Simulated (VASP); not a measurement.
Crystal: Si5P2.

```
Si P
1.0
     3.72295    0.00000    0.00000
    -1.86148    3.22417    0.00000
     0.00000    0.00000   26.74272
Si P
10 4
Direct
  0.66667 0.33333 0.89479
  0.33333 0.66667 0.10521
  0.33333 0.66667 0.01639
  0.66667 0.33333 0.98361
  0.66667 0.33333 0.33379
  0.00000 0.00000 0.45542
  0.66667 0.33333 0.42262
  0.33333 0.66667 0.66621
  0.00000 0.00000 0.54458
  0.33333 0.66667 0.57738
  0.00000 0.00000 0.85859
  0.00000 0.00000 0.14141
  0.33333 0.66667 0.29754
  0.66667 0.33333 0.70246
```

- Program: VASP 6.6.1
- Task: relaxation of shape and atoms at fixed volume
- Functional: PBE
- Potentials or basis: VASP PAW PBE potentials, release 64 (Si, P)
- Cutoff: 600 eV
- k mesh: 12 × 12 × 1
- Occupations: gaussian, width 0.02 eV
- Spin: no spin polarisation

At the start: pressure -2.2 GPa; volume 22.93 Å³/atom.

How do energy, volume and symmetry change on relaxing?

Over 22 steps the energy falls by 4.9 meV/atom; space group P-3m1 (No. 164, to 0.1 Å) before and after.

Step by step:
```tsv
step	energy change (eV)	largest force (eV/Å)	pressure (GPa)	volume (Å³)
1	0.0000	0.1947	-2.23	321.00
2	-0.0072	0.1265	-2.07	321.00
3	-0.0086	0.1984	-1.97	321.00
4	-0.0137	0.1930	-1.89	321.00
5	-0.0260	0.1769	-1.64	321.00
6	-0.0370	0.1786	-1.14	321.00
7	-0.0444	0.1616	-0.99	321.00
8	-0.0578	0.1299	-0.56	321.00
9	-0.0444	0.2749	0.32	321.00
10	-0.0596	0.1499	-0.34	321.00
11	-0.0625	0.0794	-0.27	321.00
12	-0.0632	0.0932	-0.21	321.00
13	-0.0645	0.0523	-0.16	321.00
14	-0.0647	0.0663	-0.13	321.00
15	-0.0660	0.0642	-0.11	321.00
16	-0.0667	0.0599	-0.08	321.00
17	-0.0677	0.0283	-0.04	321.00
18	-0.0678	0.0313	-0.03	321.00
19	-0.0678	0.0338	-0.03	321.00
20	-0.0680	0.0176	-0.03	321.00
21	-0.0680	0.0114	-0.03	321.00
22	-0.0680	0.0039	-0.03	321.00
```

Final structure:
```yaml
crystal:
  lattice:
    - [3.68519, 0.00000, 0.00000]
    - [-1.84260, 3.19147, 0.00000]
    - [0.00000, 0.00000, 27.29361]
  atoms:
    - { symbol: Si, position: [0.66667, 0.33333, 0.89792] }
    - { symbol: Si, position: [0.33333, 0.66667, 0.10208] }
    - { symbol: Si, position: [0.33333, 0.66667, 0.01590] }
    - { symbol: Si, position: [0.66667, 0.33333, 0.98410] }
    - { symbol: Si, position: [0.66667, 0.33333, 0.33878] }
    - { symbol: Si, position: [0.00000, 0.00000, 0.45676] }
    - { symbol: Si, position: [0.66667, 0.33333, 0.42496] }
    - { symbol: Si, position: [0.33333, 0.66667, 0.66122] }
    - { symbol: Si, position: [0.00000, 0.00000, 0.54324] }
    - { symbol: Si, position: [0.33333, 0.66667, 0.57504] }
    - { symbol: P, position: [0.00000, 0.00000, 0.86284] }
    - { symbol: P, position: [0.00000, 0.00000, 0.13716] }
    - { symbol: P, position: [0.33333, 0.66667, 0.30366] }
    - { symbol: P, position: [0.66667, 0.33333, 0.69634] }
```

Caveat: this functional lacks dispersion, which binds layers or chains, so the pressure and a relaxed spacing across them are unreliable.
